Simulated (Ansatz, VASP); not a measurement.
# One calculation of Ge2As, two programs

```
Ge As
1.0
     0.00000    3.02017    3.02017
     3.02017    0.00000    3.02017
     3.02017    3.02017    0.00000
Ge As
2 1
Direct
  0.25000 0.25000 0.25000
  0.75000 0.75000 0.75000
  0.00000 0.00000 0.00000
```

Alike in both runs: task single point; functional PBE; k mesh 6 × 6 × 6; occupations gaussian, width 0.1 eV; no spin polarisation.

```csv
,VASP,Ansatz
version,VASP 6.6.1,Ansatz 0.2.0
potentials or method,"VASP PAW PBE potentials, release 64 (Ge_d, As), cutoff 520 eV","scalar-relativistic, plane waves, PAW"
valence electrons in the cell,33,43
```

|  | VASP | Ansatz | Ansatz less VASP |
| --- | --- | --- | --- |
| gap on the k mesh at the Fermi level (eV) | none | none | - |
| pressure (GPa) | 17.6 | 17.5 | -0.15 |

A gap of «none» marks a metal or a gap that the smearing closes. VASP's potentials hold 33 valence electrons a cell and Ansatz's 43, so a difference there can come from the potentials and not from the codes.
